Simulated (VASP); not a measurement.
# BN (F-43m) in VASP: notebook

Runs on BN. Level: LDA. Tasks: elastic constants.

All numbers are computed with VASP 6.6.1; they aren't measurements. Logs are shortened: lines on timing, memory, paths and dates and some standing lists are left out, and cuts for length are marked.

## Step 1: The cell of the first run

The structure is cubic, space group F-43m (No. 216). The conventional cell has a = 3.347 Å, b = 3.347 Å, c = 3.347 Å, α = 90.00°, β = 90.00°, γ = 90.00°. B (site symmetry -43m) has 4 N at 1.45 Å within 1.9 Å. Within 1.9 Å of N (site symmetry -43m) lie 4 B at 1.45 Å.

## Step 2: Elastic constants, LDA

Input file INCAR:

```
PREC = Accurate
ENCUT = 600
EDIFF = 1E-8
ISMEAR = 0
SIGMA = 0.01
LREAL = False
LASPH = True
NELM = 80
ALGO = Normal
ISIF = 3
LWAVE = False
LCHARG = False
NBANDS = 11
IBRION = 6
NFREE = 2
POTIM = 0.015
NSW = 1
```

Input file KPOINTS:

```
Automatic mesh
0
Gamma
  12 12 12
```

Input file POSCAR:

```
BN
1.0
    0.0000000000      1.6737000000      1.6737000000
    1.6737000000      0.0000000000      1.6737000000
    1.6737000000      1.6737000000      0.0000000000
B N
1 1
Direct
    0.0000000000      0.0000000000      0.0000000000
    0.2500000000      0.2500000000      0.2500000000
```

Potentials or basis: VASP PAW LDA potentials, release 64 (B, N).

The run is started by

```bash
> cat potpaw_LDA.64/B/POTCAR potpaw_LDA.64/N/POTCAR > POTCAR
> mpirun -np 1 vasp_std > vasp.out
```

OUTCAR:

```text
PREC = Accurate
   ENCUT = 600
   EDIFF = 1E-8
   ISMEAR = 0
   LREAL = False
   LASPH = True
   NELM = 80
   ISIF = 3
   IBRION = 6
   NFREE = 2
   POTIM = 0.015
   NSW = 1

 ion  position               nearest neighbor table
   1  0.000  0.000  0.000-   2 1.45   2 1.45   2 1.45   2 1.45
   2  0.250  0.250  0.250-   1 1.45   1 1.45   1 1.45   1 1.45

  LATTYP: Found a face centered cubic cell.
 ALAT       =     3.3474000000

  Lattice vectors:

 A1 = (   0.0000000000,   1.6737000000,   1.6737000000)
 A2 = (   1.6737000000,   0.0000000000,   1.6737000000)
 A3 = (   1.6737000000,   1.6737000000,   0.0000000000)

Analysis of symmetry for initial positions (statically):
=====================================================================
 Subroutine PRICEL returns:
 Original cell was already a primitive cell.

 Routine SETGRP: Setting up the symmetry group for a
 face centered cubic supercell.

 Subroutine GETGRP returns: Found 24 space group operations
 (whereof 24 operations were pure point group operations)
 out of a pool of 48 trial point group operations.

The static configuration has the point symmetry T_d .

Analysis of symmetry for dynamics (positions and initial velocities):
=====================================================================
 Subroutine PRICEL returns:
 Original cell was already a primitive cell.

 Routine SETGRP: Setting up the symmetry group for a
 face centered cubic supercell.

 Subroutine GETGRP returns: Found 24 space group operations
 (whereof 24 operations were pure point group operations)
 out of a pool of 48 trial point group operations.

The dynamic configuration has the point symmetry T_d .

 Subroutine INISYM returns: Found 24 space group operations
 (whereof 24 operations are pure point group operations),
 and found     1 'primitive' translations

----------------------------------------------------------------------------------------

                                     Primitive cell

  volume of cell :       9.3770

  direct lattice vectors                    reciprocal lattice vectors
     0.000000000  1.673700000  1.673700000    -0.298739320  0.298739320  0.298739320
     1.673700000  0.000000000  1.673700000     0.298739320 -0.298739320  0.298739320
     1.673700000  1.673700000  0.000000000     0.298739320  0.298739320 -0.298739320

  length of vectors
     2.366969239  2.366969239  2.366969239     0.517431681  0.517431681  0.517431681

  position of ions in fractional coordinates (direct lattice)
     0.000000000  0.000000000  0.000000000
     0.250000000  0.250000000  0.250000000

  ion indices of the primitive-cell ions
   primitive index   ion index
                 1           1
                 2           2

----------------------------------------------------------------------------------------

 KPOINTS: Automatic mesh

Automatic generation of k-mesh.
 Grid dimensions read from file:
 generate k-points for:   12   12   12

 Generating k-lattice:

  Cartesian coordinates                     Fractional coordinates (reciprocal lattice)
    -0.024894943  0.024894943  0.024894943     0.083333333  0.000000000  0.000000000
     0.024894943 -0.024894943  0.024894943     0.000000000  0.083333333  0.000000000
     0.024894943  0.024894943 -0.024894943     0.000000000  0.000000000  0.083333333

  Length of vectors
     0.043119307  0.043119307  0.043119307

  Shift w.r.t. Gamma in fractional coordinates (k-lattice)
     0.000000000  0.000000000  0.000000000

 Subroutine IBZKPT returns following result:
 ===========================================

 Found     72 irreducible k-points:

 Following reciprocal coordinates:
            Coordinates               Weight
  0.000000  0.000000  0.000000      1.000000
  0.083333  0.000000  0.000000      8.000000
  0.166667  0.000000  0.000000      8.000000
  0.250000  0.000000  0.000000      8.000000
  0.333333  0.000000  0.000000      8.000000
  0.416667  0.000000  0.000000      8.000000
[... 16 lines left out ...]
  0.500000  0.166667  0.000000     24.000000
 -0.416667  0.166667  0.000000     24.000000
 [... further k-points ...]
   k-points           NKPTS =     72   k-points in BZ     NKDIM =     72   number of bands    NBANDS=     11
   number of dos      NEDOS =    301   number of ions     NIONS =      2
[... 33 lines left out ...]
   IALGO  =     38    algorithm
   IMIX   =      4    mixing-type and parameters
     AMIX     =   0.40;   BMIX     =  1.00
     AMIX_MAG =   1.60;   BMIX_MAG =  1.00
  volume/ion in A,a.u.               =       4.69        31.64
  Fermi-wavevector in a.u.,A,eV,Ry     =   1.552687  2.934153 32.801422  2.410836
  Thomas-Fermi vector in A             =   2.657026
   LORBIT       =      0    0 simple, 1 ext, 2 COOP (PROOUT), +10 PAW based schemes
   GGA     = CA    functional components
   LHFCALC =     F    Hartree Fock is set to
   AEXX    =    0.0000 exact exchange contribution
   IVDW    =     0    specifies the selected vdW correction
   LEPSILON=     F    determine dielectric tensor
   LRPA    =     F    only Hartree local field effects (RPA)
 finite differences with symmetry
 non-spin polarized calculation
 Gauss-broadening in eV      SIGMA  =   0.01
  energy-cutoff  :      600.00
  volume of cell :        9.38
 maximum number of plane-waves:       331
   NGX =  9   NGY =  9   NGZ =  9

--------------------------------------- Ionic step        1  -------------------------------------------

 number of electron       7.9999999 magnetization

 Free energy of the ion-electron system (eV)
  ---------------------------------------------------
  ext. energy  EPLUGINS =         0.00000000
  ---------------------------------------------------
  free energy    TOTEN  =       -18.73911824 eV

  energy without entropy =      -18.73911824  energy(sigma->0) =      -18.73911824

------------------------ aborting loop because EDIFF is reached ----------------------------------------

  FORCE on cell =-STRESS in cart. coord.  units (eV):
  Direction    XX          YY          ZZ          XY          YZ          ZX
  --------------------------------------------------------------------------------------
  -------------------------------------------------------------------------------------
  Total        6.9290592      6.9290592      6.9290592     -0.0000000      0.0000000     -0.0000000
  in kB     1183.9190501   1183.9190501   1183.9190501     -0.0000000      0.0000000     -0.0000000
  external PRESSURE =    1183.9190501 kB  Pullay stress =       0.0000000 kB
[... 89 lines left out ...]
  FREE ENERGIE OF THE ION-ELECTRON SYSTEM (eV)
  ---------------------------------------------------
  free  energy   TOTEN  =       -18.6266121739 eV

  energy  without entropy=      -18.6266121739  energy(sigma->0) =      -18.62661217

[... ionic steps 4 to 14 ...]

--------------------------------------- Ionic step       15  -------------------------------------------

 number of electron       7.9999999 magnetization

------------------------ aborting loop because EDIFF is reached ----------------------------------------
[... 67 lines left out ...]
--------------------------------------- Ionic step       17  -------------------------------------------

 number of electron       8.0000000 magnetization

 Free energy of the ion-electron system (eV)
  ---------------------------------------------------
  ext. energy  EPLUGINS =         0.00000000
  ---------------------------------------------------
  free energy    TOTEN  =       -18.73447928 eV

  energy without entropy =      -18.73447928  energy(sigma->0) =      -18.73447928

 E-fermi :  10.8673     XC(G=0): -14.2509

 val. band max:       10.7245676624   @ k =   0.0000   0.0000   0.0000
 cond. band min:      15.1465346473   @ k =   0.5000   0.5000   0.0000
 fundamental gap:      4.4219669850
 Fermi energy:        10.8673261948

 k-point     1 :       0.0000    0.0000    0.0000
  band No.  band energies     occupation
      1     -12.3652      2.00000
      2      10.3910      2.00000
      3      10.5637      2.00000
      4      10.7246      2.00000
      5      20.2116      0.00000
      6      20.3335      0.00000
      7      20.4725      0.00000
      8      25.0091      0.00000
      9      39.6305      0.00000
     10      41.3562      0.00000
     11      41.3567      0.00000
[... 309 lines left out ...]
 k-point    24 :      -0.4167    0.1667    0.0000
  band No.  band energies     occupation
      1      -6.4917      2.00000
      2      -1.6305      2.00000
      3       5.6532      2.00000
      4       7.2987      2.00000
      5      20.7676      0.00000
      6      24.5422      0.00000
      7      25.8586      0.00000
      8      29.3111      0.00000
      9      34.3960      0.00000
     10      38.7026      0.00000
     11      42.1616      0.00000

 [... further k-points ...]
[... 5 lines left out ...]
  --------------------------------------------------------------------------------------
  -------------------------------------------------------------------------------------
  Total        6.9305335      6.9393425      6.9393425      0.0000000      0.2313758      0.0000000
  in kB     1184.1709613   1185.6760893   1185.6760893      0.0000000     39.5335377      0.0000000
  external PRESSURE =    1185.1743800 kB  Pullay stress =       0.0000000 kB
[... 17 lines left out ...]
  FREE ENERGIE OF THE ION-ELECTRON SYSTEM (eV)
  ---------------------------------------------------
  free  energy   TOTEN  =       -18.7344792840 eV

  energy  without entropy=      -18.7344792840  energy(sigma->0) =      -18.73447928

 INTERNAL STRAIN TENSORS FROM STRAINED CELLS
 ============================================

 INTERNAL STRAIN TENSOR FOR ION    1 for displacements in x,y,z  (eV/Angst):
          X           Y           Z          XY          YZ          ZX
  --------------------------------------------------------------------------------
  x    -0.00000     0.00000    -0.00000    -0.00000    15.42431     0.00000
  y    -0.00000     0.00000    -0.00000    -0.00000    -0.00000    15.42409
  z    -0.00000     0.00000    -0.00000    15.42167     0.00000    -0.00000

 INTERNAL STRAIN TENSORS FROM DISPLACED ATOMS
 ============================================

 INTERNAL STRAIN TENSOR FOR ION    1 for displacements in x,y,z  (eV/Angst):
          X           Y           Z          XY          YZ          ZX
  --------------------------------------------------------------------------------
  x     0.00000     0.00000     0.00000     0.00000    15.43058     0.00000
  y     0.00000    -0.00000     0.00000     0.00000     0.00000    15.43058
  z     0.00000     0.00000     0.00000    15.43058     0.00000     0.00000

 INTERNAL STRAIN TENSOR FOR ION    2 for displacements in x,y,z  (eV/Angst):
          X           Y           Z          XY          YZ          ZX
  --------------------------------------------------------------------------------
  x     0.00000    -0.00000    -0.00000     0.00000   -15.41770     0.00000
  y     0.00000     0.00000     0.00000     0.00000     0.00000   -15.41770
  z    -0.00000    -0.00000     0.00000   -15.41770     0.00000     0.00000

 Eigenvectors and eigenvalues of the dynamical matrix
 ----------------------------------------------------

   1 f  =   40.640012 THz   255.348726 2PiTHz 1355.604882 cm-1   168.073509 meV
             X         Y         Z           dx          dy          dz
      0.000000  0.000000  0.000000     0.000000    0.751207    0.000000
      0.836850  0.836850  0.836850     0.000000   -0.660067    0.000000
[... 21 lines left out ...]
   6 f/i=    0.001170 THz     0.007351 2PiTHz    0.039024 cm-1     0.004838 meV
             X         Y         Z           dx          dy          dz
      0.000000  0.000000  0.000000     0.000000    0.000000   -0.660067
      0.836850  0.836850  0.836850     0.000000    0.000000   -0.751207

--------------------------------------------------------------------------------------------------------

 ELASTIC MODULI CONTR FROM IONIC RELAXATION (kBar)
 Direction    XX          YY          ZZ          XY          YZ          ZX
 --------------------------------------------------------------------------------
 XX          -0.0000     -0.0000     -0.0000     -0.0000     -0.0000      0.0000
 YY          -0.0000     -0.0000     -0.0000     -0.0000     -0.0000      0.0000
 ZZ          -0.0000     -0.0000     -0.0000     -0.0000     -0.0000      0.0000
 XY          -0.0000     -0.0000     -0.0000   -986.0148      0.0000      0.0000
 YZ          -0.0000     -0.0000     -0.0000      0.0000   -986.0148      0.0000
 ZX           0.0000      0.0000      0.0000      0.0000      0.0000   -986.0148
 --------------------------------------------------------------------------------

 TOTAL ELASTIC MODULI (kBar)
 Direction    XX          YY          ZZ          XY          YZ          ZX
 --------------------------------------------------------------------------------
 XX       11691.5822   4211.5520   4211.5520      0.0000      0.0000      0.0000
 YY        4211.5520  11691.5822   4211.5520      0.0000     -0.0000     -0.0000
 ZZ        4211.5520   4211.5520  11691.5822     -0.0000     -0.0000      0.0000
 XY           0.0000      0.0000     -0.0000   6996.0062     -0.0000      0.0000
 YZ           0.0000     -0.0000     -0.0000     -0.0000   6996.0062      0.0000
 ZX           0.0000     -0.0000      0.0000      0.0000      0.0000   6996.0062
 --------------------------------------------------------------------------------
```

Wall time 2.6 min (1 thread of Intel Xeon 6975P-C (Granite Rapids), shared host); peak memory 0.21 GiB.

Results:

| Item | Value |
| --- | --- |
| Elastic constants C11, C12, C44 | 1169, 421, 700 GPa |
| Voigt bulk modulus | 670 GPa |
| Highest phonon frequency at Γ, LO-TO splitting left out | 1356 cm⁻¹ |

Phonon frequencies in cm⁻¹ (negative: imaginary):
```
              q point           frequencies
(0.000, 0.000, 0.000)  0 0 0 1356 1356 1356
```

Elastic tensor in Voigt notation (GPa, in the Cartesian axes of the cell as first typed):
```
1169  421  421    0    0    0
 421 1169  421    0    0    0
 421  421 1169    0    0    0
   0    0    0  700    0    0
   0    0    0    0  700    0
   0    0    0    0    0  700
```

Clamped-ion elastic tensor (GPa):
```
1169  421  421    0    0    0
 421 1169  421    0    0    0
 421  421 1169    0    0    0
   0    0    0  798    0    0
   0    0    0    0  798    0
   0    0    0    0    0  798
```

Caveat: the cell is under stress, which shifts elastic constants.

## Step 3: Elastic constants, LDA

This run uses another cell than the first one, of 5.88 Å³/atom, 1.255 times its volume.

Input file INCAR:

```
SYSTEM = BN
ALGO = Normal
EDIFF = 1E-8
ENCUT = 600
GGA = CA
IBRION = 6
ISIF = 3
ISMEAR = 0
LASPH = .TRUE.
LCHARG = .FALSE.
LREAL = .FALSE.
LWAVE = .FALSE.
NELM = 80
NFREE = 2
NSW = 1
POTIM = 0.015
PREC = Accurate
SIGMA = 0.01
```

Input file KPOINTS:

```
k-points
0
G
  12 12 12
  0 0 0
```

Input file POSCAR:

```
BN
1.0
    0.0000000000      1.8053000000      1.8053000000
    1.8053000000      0.0000000000      1.8053000000
    1.8053000000      1.8053000000      0.0000000000
B N
1 1
Direct
    0.0000000000      0.0000000000      0.0000000000
    0.2500000000      0.2500000000      0.2500000000
```

Potentials or basis: VASP PAW LDA potentials, release 64 (B, N).

The run is started by

```bash
> cat potpaw_LDA.64/B/POTCAR potpaw_LDA.64/N/POTCAR > POTCAR
> mpirun -np 1 vasp_std > vasp.out
```

Wall time 2.1 min (1 thread of Intel Xeon 6975P-C (Granite Rapids), shared host); peak memory 0.23 GiB.

The run converged. Its results:

```yaml
Elastic_constants_C11_C12_C44: 788, 172, 449 GPa
Voigt_bulk_modulus: 377 GPa
Highest_phonon_frequency_at_Γ_LO-TO_splitting_left_out: 1038 cm⁻¹
```

Phonon frequencies in cm⁻¹ (negative: imaginary):
```
              q point           frequencies
(0.000, 0.000, 0.000)  0 0 0 1038 1038 1038
```

Elastic tensor in Voigt notation (GPa, in the Cartesian axes of the cell as first typed):
```
788 172 172   0   0   0
172 788 172   0   0   0
172 172 788   0   0   0
  0   0   0 449   0   0
  0   0   0   0 449   0
  0   0   0   0   0 449
```

Clamped-ion elastic tensor (GPa):
```
788 172 172   0   0   0
172 788 172   0   0   0
172 172 788   0   0   0
  0   0   0 451   0   0
  0   0   0   0 451   0
  0   0   0   0   0 451
```

Caveat: the cell is under stress, which shifts elastic constants.
